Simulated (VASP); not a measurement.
# Ag (P6_3/mmc) in VASP: a series of runs, part 2 of 3

VASP 6.6.1. Earlier steps stand in the parts before.

## 4. Single point, PBE

This run uses another cell than the first one, of 17.91 Å³/atom, 0.926 times its volume.

File INCAR:

```
ALGO = Normal
EDIFF = 1E-6
ENCUT = 520
GGA = PE
ISIF = 2
ISMEAR = -1
LASPH = True
LCHARG = False
LREAL = False
LWAVE = False
NBANDS = 18
NELM = 60
PREC = Accurate
SIGMA = 0.1
```

File KPOINTS:

```
k-points
0
Gamma
  20 20 11
```

File POSCAR:

```
Ag
1.0
    2.9451763411      0.0000000000      0.0000000000
   -1.4725881705      2.5505975300      0.0000000000
    0.0000000000      0.0000000000      4.7693064531
Ag
2
Direct
    0.3333333333      0.6666666667      0.2500000000
    0.6666666667      0.3333333333      0.7500000000
```

Potentials or basis: VASP PAW PBE potentials, release 64 (Ag).

Command:

```
> cat potpaw_PBE.64/Ag/POTCAR > POTCAR
> mpirun -np 1 vasp_std > vasp.out
```

OUTCAR:

```text
EDIFF = 1E-6
   ENCUT = 520
   GGA = PE
   ISIF = 2
   ISMEAR = -1
   LASPH = True
   LREAL = False
   NELM = 60
   PREC = Accurate

 ion  position               nearest neighbor table
   1  0.333  0.667  0.250-   2 2.93   2 2.93   2 2.93   2 2.93   2 2.93   2 2.93
   2  0.667  0.333  0.750-   1 2.93   1 2.93   1 2.93   1 2.93   1 2.93   1 2.93

  LATTYP: Found a hexagonal cell.
 ALAT       =     2.9451763411
 C/A-ratio  =     1.6193619331

  Lattice vectors:

 A1 = (   2.9451763411,   0.0000000000,   0.0000000000)
 A2 = (  -1.4725881705,   2.5505975300,   0.0000000000)
 A3 = (   0.0000000000,   0.0000000000,   4.7693064531)

Analysis of symmetry for initial positions (statically):
=====================================================================
 Subroutine PRICEL returns:
 Original cell was already a primitive cell.

 Routine SETGRP: Setting up the symmetry group for a
 hexagonal supercell.

 Subroutine GETGRP returns: Found 24 space group operations
 (whereof 12 operations were pure point group operations)
 out of a pool of 24 trial point group operations.

The static configuration has the point symmetry D_3d.
 The point group associated with its full space group is D_6h.

Analysis of symmetry for dynamics (positions and initial velocities):
=====================================================================
 Subroutine PRICEL returns:
 Original cell was already a primitive cell.

 Routine SETGRP: Setting up the symmetry group for a
 hexagonal supercell.

 Subroutine GETGRP returns: Found 24 space group operations
 (whereof 12 operations were pure point group operations)
 out of a pool of 24 trial point group operations.

The dynamic configuration has the point symmetry D_3d.
 The point group associated with its full space group is D_6h.

 Subroutine INISYM returns: Found 24 space group operations
 (whereof 12 operations are pure point group operations),
 and found     1 'primitive' translations

----------------------------------------------------------------------------------------

                                     Primitive cell

  volume of cell :      35.8268

  direct lattice vectors                    reciprocal lattice vectors
     2.945176341  0.000000000  0.000000000     0.339538243  0.196032496  0.000000000
    -1.472588170  2.550597530  0.000000000     0.000000000  0.392064992  0.000000000
     0.000000000  0.000000000  4.769306453     0.000000000  0.000000000  0.209674092

  length of vectors
     2.945176341  2.945176341  4.769306453     0.392064992  0.392064992  0.209674092

  position of ions in fractional coordinates (direct lattice)
     0.333333333  0.666666667  0.250000000
     0.666666667  0.333333333  0.750000000

  ion indices of the primitive-cell ions
   primitive index   ion index
                 1           1
                 2           2

----------------------------------------------------------------------------------------

 KPOINTS: k-points

Automatic generation of k-mesh.
 Grid dimensions read from file:
 generate k-points for:   20   20   11

 Generating k-lattice:

  Cartesian coordinates                     Fractional coordinates (reciprocal lattice)
     0.016976912  0.009801625  0.000000000     0.050000000  0.000000000  0.000000000
     0.000000000  0.019603250  0.000000000     0.000000000  0.050000000  0.000000000
     0.000000000  0.000000000  0.019061281     0.000000000  0.000000000  0.090909091

  Length of vectors
     0.019603250  0.019603250  0.019061281

  Shift w.r.t. Gamma in fractional coordinates (k-lattice)
     0.000000000  0.000000000  0.000000000

 Subroutine IBZKPT returns following result:
 ===========================================

 Found    264 irreducible k-points:

 Following reciprocal coordinates:
            Coordinates               Weight
  0.000000  0.000000  0.000000      1.000000
  0.050000  0.000000  0.000000      6.000000
  0.100000 -0.000000  0.000000      6.000000
  0.150000  0.000000  0.000000      6.000000
  0.200000 -0.000000  0.000000      6.000000
  0.250000  0.000000  0.000000      6.000000
[... 16 lines left out ...]
  0.200000  0.100000  0.000000     12.000000
  0.250000  0.100000  0.000000     12.000000
 [... further k-points ...]
   k-points           NKPTS =    264   k-points in BZ     NKDIM =    264   number of bands    NBANDS=     18
   number of dos      NEDOS =    301   number of ions     NIONS =      2
   total plane-waves  NPLWV =  20736
   dimension x,y,z NGX =    24 NGY =   24 NGZ =   36
   dimension x,y,z NGXF=    48 NGYF=   48 NGZF=   72
   ions per type =               2
   NGX,Y,Z   is equivalent  to a cutoff of  13.55, 13.55, 12.55 a.u.
   NGXF,Y,Z  is equivalent  to a cutoff of  27.09, 27.09, 25.10 a.u.
 SYSTEM =  unknown system
   PREC   = accura    normal or accurate (medium, high low for compatibility)
   ISTART =      0    job   : 0-new  1-cont  2-samecut
   ICHARG =      2    charge: 1-file 2-atom 10-const
   ISPIN  =      1    spin polarized calculation?
   LNONCOLLINEAR =      F non collinear calculations
   LSORBIT =      F    spin-orbit coupling
   LASPH  =      T    aspherical Exc in radial PAW
   ENCUT  =  520.0 eV  38.22 Ry    6.18 a.u.   5.48  5.48  8.87*2*pi/ulx,y,z
   NELM   =     60;   NELMIN=  2; NELMDL= -5     # of ELM steps
   EDIFF  = 0.1E-05   stopping-criterion for ELM
   LREAL  =      F    real-space projection
   EDIFFG = 0.1E-04   stopping-criterion for IOM
   NSW    =      0    number of steps for IOM
   IBRION =     -1    ionic relax: 0-MD 1-quasi-New 2-CG
   NFREE  =      0    steps in history (QN), initial steepest desc. (CG)
   ISIF   =      2    stress and relaxation
   ISYM   =      2    0-nonsym 1-usesym 2-fastsym
   POTIM  = 0.5000    time-step for ionic-motion
   TEBEG  =    0.0;   TEEND  =   0.0 temperature during run
   PSTRESS=    0.0 pullay stress
   NELECT =      22.0000    total number of electrons
   NUPDOWN=      -1.0000    fix difference up-down
   EMIN   =  10.00;   EMAX   =-10.00  energy-range for DOS
   EFERMI =   0.00;   METHOD = LEGACY
   ISMEAR =    -1;   SIGMA  =   0.10  broadening in eV -4-tet -1-fermi 0-gaus
   EFERMI_NEDOS =   21; number of points for ismear=-14 and -15
   IALGO  =     38    algorithm
   IMIX   =      4    mixing-type and parameters
     AMIX     =   0.40;   BMIX     =  1.00
     AMIX_MAG =   1.60;   BMIX_MAG =  1.00
  volume/ion in A,a.u.               =      17.91       120.89
  Fermi-wavevector in a.u.,A,eV,Ry     =   1.391488  2.629532 26.344142  1.936240
  Thomas-Fermi vector in A             =   2.515323
   LORBIT       =      0    0 simple, 1 ext, 2 COOP (PROOUT), +10 PAW based schemes
   GGA     = PE    functional components
   LHFCALC =     F    Hartree Fock is set to
   AEXX    =    0.0000 exact exchange contribution
   IVDW    =     0    specifies the selected vdW correction
   LEPSILON=     F    determine dielectric tensor
   LRPA    =     F    only Hartree local field effects (RPA)
 non-spin polarized calculation
  energy-cutoff  :      520.00
  volume of cell :       35.83
 maximum number of plane-waves:       996
 NGX is ok and might be reduce to    24
   NGX = 11   NGY = 11   NGZ = 17

 number of electron      22.0000008 magnetization

 Free energy of the ion-electron system (eV)
  ---------------------------------------------------
  ext. energy  EPLUGINS =         0.00000000
  ---------------------------------------------------
  free energy    TOTEN  =        -5.43738954 eV

  energy without entropy =       -5.42070650  energy(sigma->0) =       -5.42904802

 E-fermi :   7.7871     XC(G=0): -11.9163

 val. band max:        7.7832483523   @ k =   0.1500   0.1500   0.2727
 cond. band min:       7.7877300025   @ k =   0.1500   0.0500   0.1818
 fundamental gap:      0.0044816503
 Fermi energy:         7.7870662036

 k-point     1 :       0.0000    0.0000    0.0000
  band No.  band energies     occupation
      1       0.3505      2.00000
      2       1.6704      2.00000
      3       3.1581      2.00000
      4       3.2134      2.00000
      5       3.2134      2.00000
      6       3.4377      2.00000
[... 10 lines left out ...]
     17      25.3253      0.00000
     18      25.3761      0.00000

 k-point     2 :       0.0500    0.0000    0.0000
  band No.  band energies     occupation
      1       0.4170      2.00000
      2       1.7080      2.00000
      3       3.0942      2.00000
      4       3.2472      2.00000
      5       3.2749      2.00000
      6       3.4250      2.00000
[... 10 lines left out ...]
     17      25.3659      0.00000
     18      25.8430      0.00000
[... 442 lines left out ...]
 k-point    24 :       0.2500    0.1000    0.0000
  band No.  band energies     occupation
      1       2.0745      2.00000
      2       2.1582      2.00000
      3       2.5484      2.00000
      4       3.0018      2.00000
      5       3.1919      2.00000
      6       3.3816      2.00000
[... 10 lines left out ...]
     17      22.0229      0.00000
     18      23.7970      0.00000

 [... further k-points ...]
[... 5 lines left out ...]
  --------------------------------------------------------------------------------------
  -------------------------------------------------------------------------------------
  Total       -0.1526018     -0.1526018      0.1167401     -0.0000000      0.0000000      0.0000000
  in kB       -6.8243588     -6.8243588      5.2206233     -0.0000000      0.0000000      0.0000000
  external PRESSURE =      -2.8093648 kB  Pullay stress =       0.0000000 kB

 VOLUME and BASIS-vectors are now :
 -----------------------------------------------------------------------------
  energy-cutoff  :      520.00
  volume of cell :       35.83
      direct lattice vectors                 reciprocal lattice vectors
     2.945176341  0.000000000  0.000000000     0.339538243  0.196032496  0.000000000
    -1.472588170  2.550597530  0.000000000     0.000000000  0.392064992  0.000000000
     0.000000000  0.000000000  4.769306453     0.000000000  0.000000000  0.209674092

 POSITION                                       TOTAL-FORCE (eV/Angst)
 -----------------------------------------------------------------------------------
     -0.00000      1.70040      1.19233         0.000000      0.000000      0.000000
      1.47259      0.85020      3.57698        -0.000000     -0.000000      0.000000
 -----------------------------------------------------------------------------------
    total drift:                               -0.000000      0.000000     -0.000000

  FREE ENERGIE OF THE ION-ELECTRON SYSTEM (eV)
  ---------------------------------------------------
  free  energy   TOTEN  =        -5.4373895428 eV

  energy  without entropy=       -5.4207064997  energy(sigma->0) =       -5.42904802
```

stdout:

```text
POSCAR found type information on POSCAR Ag
 POSCAR found :  1 types and       2 ions
 scaLAPACK will be used
 LDA part: xc-table for (Slater+PW92), standard interpolation
 POSCAR, INCAR and KPOINTS ok, starting setup
 FFT: planning ... GRIDC
 FFT: planning ... GRID_SOFT
 FFT: planning ... GRID
 WAVECAR not read
 entering main loop
```

Wall time 79 s (1 thread of Intel Xeon Platinum 8488C (Sapphire Rapids), shared host); peak memory 0.26 GiB.

Results:

```yaml
Free_energy: -5.4374 eV
Pressure: -0.3 GPa
Band_gap_on_the_k_mesh: zero (band 11 reaches 11.37 eV, above the bottom of band 12 at 4.45 eV)
```

Stress tensor (GPa, compression positive):
```
-0.68  0.00  0.00
 0.00 -0.68  0.00
 0.00  0.00  0.52
```

Levels at points of the mesh, in eV from the Fermi level:
```
           k point  band 8  band 9  band 10  band 11  band 12  band 13  band 14  band 15
(0.00, 0.00, 0.00)   -4.06   -4.06    -3.10    -3.10    -0.23     3.42    15.42    17.52
(0.50, 0.00, 0.00)   -3.01   -2.92    -2.87     0.07     1.37     6.70     6.96     8.99
```

[end of part 2 of 3]
